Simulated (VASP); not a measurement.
**Zn31S33 (a cell with a defect): single point with PBEsol**

Zn31S33 (a cell with a defect):

```xyz
64
Lattice="10.7125 0.0000 0.0000 0.0000 10.7125 0.0000 0.0000 0.0000 10.7125" Properties=species:S:1:pos:R:3 pbc="T T T"
Zn    0.0045    0.0014    0.0065
Zn   10.7094   10.7062    5.3553
Zn   10.7083    5.3512   10.7119
Zn    0.0288    5.3598    5.3621
Zn    5.3532   10.7045   10.7115
Zn    5.3619    0.0268    5.3616
Zn    5.3611    5.3585    0.0279
Zn    2.6806    2.6770    0.0211
Zn    2.6641    2.6619    5.3435
Zn    2.6589    8.0516    0.0139
Zn    2.6212    8.0955    5.4009
Zn    8.0543    2.6559    0.0134
Zn    8.0976    2.6190    5.3987
Zn    8.0365    8.0336   10.7107
Zn    8.1155    8.1128    5.2184
Zn    2.6796    0.0180    2.6806
Zn    2.6581    0.0066    8.0556
Zn    2.6635    5.3357    2.6652
Zn    2.6215    5.3966    8.0992
Zn    8.0548    0.0066    2.6583
Zn    8.0361   10.7100    8.0374
Zn    8.0939    5.3964    2.6268
Zn    8.1150    5.2094    8.1159
Zn    0.0219    2.6764    2.6801
Zn    0.0079    2.6556    8.0551
Zn    0.0086    8.0510    2.6584
Zn    0.0006    8.0337    8.0378
Zn    5.3403    2.6593    2.6643
Zn    5.4007    2.6199    8.0979
Zn    5.4022    8.0907    2.6274
Zn    5.2126    8.1107    8.1147
S     5.3782    5.3791    5.3798
S     1.3404    1.3365    1.3389
S     1.3374    1.3348    6.6975
S     1.3375    6.6920    1.3386
S     1.3398    6.6984    6.7011
S     6.6952    1.3329    1.3371
S     6.7016    1.3370    6.7004
S     6.7008    6.6971    1.3389
S     6.5815    6.5801    6.5827
S     4.0241    4.0206    1.3509
S     3.9719    3.9700    6.8195
S     4.0050    9.3801    1.3368
S     4.0071    9.4018    6.6837
S     9.3846    4.0013    1.3356
S     9.4039    4.0043    6.6833
S     9.3692    9.3660    1.3249
S     9.3501    9.3469    6.6946
S     4.0224    1.3478    4.0246
S     4.0036    1.3288    9.3859
S     3.9712    6.8097    3.9762
S     4.0052    6.6822    9.4053
S     9.3866    1.3289    4.0025
S     9.3696    1.3234    9.3710
S     9.4033    6.6824    4.0076
S     9.3489    6.6902    9.3479
S     1.3502    4.0201    4.0250
S     1.3312    3.9995    9.3868
S     1.3320    9.3824    4.0025
S     1.3272    9.3667    9.3710
S     6.8144    3.9654    3.9722
S     6.6854    4.0027    9.4054
S     6.6858    9.4015    4.0078
S     6.6928    9.3451    9.3475
```

```json
{"Program": "VASP 6.6.1", "Task": "single point", "Functional": "PBEsol", "Potentials or basis": "VASP PAW PBE potentials, release 64 (Zn, S)", "Cutoff": "400 eV", "k mesh": "1 × 1 × 1, shifted", "Occupations": "fermi-dirac, width 0.05 eV", "Spin": "no spin polarisation"}
```

```yaml
Largest_force: 0.069 eV/Å
```

Forces in eV/Å, atoms in the order of the input:
```
Zn   0.004  0.004 -0.011
Zn   0.006  0.006  0.002
Zn   0.000  0.004 -0.010
Zn  -0.008  0.001 -0.003
Zn   0.007 -0.002 -0.011
Zn   0.000 -0.009 -0.002
Zn   0.002  0.001 -0.005
Zn  -0.002  0.000 -0.002
Zn   0.003  0.000  0.004
Zn   0.000  0.000 -0.008
Zn   0.002  0.008 -0.004
Zn   0.004 -0.002 -0.007
Zn   0.009 -0.001 -0.006
Zn  -0.002 -0.001  0.001
Zn  -0.001 -0.002 -0.010
Zn   0.001  0.002 -0.003
Zn   0.005  0.000 -0.008
Zn  -0.002  0.002 -0.006
Zn  -0.005 -0.005  0.005
Zn  -0.003 -0.001 -0.001
Zn   0.005  0.000  0.003
Zn   0.008 -0.008 -0.007
Zn   0.005  0.007 -0.003
Zn   0.000  0.001 -0.004
Zn   0.005  0.003 -0.006
Zn   0.003 -0.003  0.000
Zn   0.000  0.006  0.001
Zn   0.002  0.000 -0.003
Zn  -0.006 -0.008  0.005
Zn  -0.008  0.008 -0.007
Zn   0.005  0.008 -0.001
S    0.035  0.029  0.048
S   -0.003 -0.002  0.006
S   -0.006 -0.003 -0.005
S   -0.001 -0.001  0.008
S   -0.001 -0.005  0.005
S    0.000  0.000  0.008
S   -0.004  0.001  0.005
S    0.001  0.000  0.008
S   -0.041 -0.038 -0.040
S   -0.001 -0.002  0.002
S    0.001  0.003 -0.020
S   -0.004  0.004  0.001
S   -0.007  0.003  0.005
S    0.002 -0.004  0.000
S    0.003 -0.007  0.004
S   -0.002 -0.002  0.006
S   -0.003 -0.002  0.010
S    0.001  0.002  0.002
S    0.004  0.002  0.003
S    0.018  0.002  0.001
S    0.001 -0.005  0.006
S   -0.002 -0.001  0.003
S   -0.007 -0.003  0.005
S    0.001 -0.003  0.003
S   -0.002 -0.004  0.005
S    0.002  0.000  0.002
S    0.000  0.004  0.001
S   -0.001 -0.001  0.004
S   -0.005 -0.007  0.006
S   -0.001  0.018  0.000
S   -0.006  0.002  0.006
S   -0.003  0.001  0.004
S   -0.005  0.000  0.005
```

Levels at points of the mesh, in eV from the Fermi level:
| k point | band 282 | band 283 | band 284 | band 285 | band 286 | band 287 |
| --- | --- | --- | --- | --- | --- | --- |
| (0.25, 0.25, 0.25) | -0.75 | -0.52 | -0.52 | 0.51 | 0.53 | 1.56 |

Run time: 8.2 min on 1 thread of AMD EPYC 9R45 96-Core Processor (Zen 5) (shared host), peak memory 0.74 GiB.

Caveat: the cell carries a net charge on a neutralising background, which shifts energy and pressure; the cell is charged against a uniform background, so pressure and absolute levels hang on convention; the PAW data sets were made with another functional, which shifts forces and pressure a little.
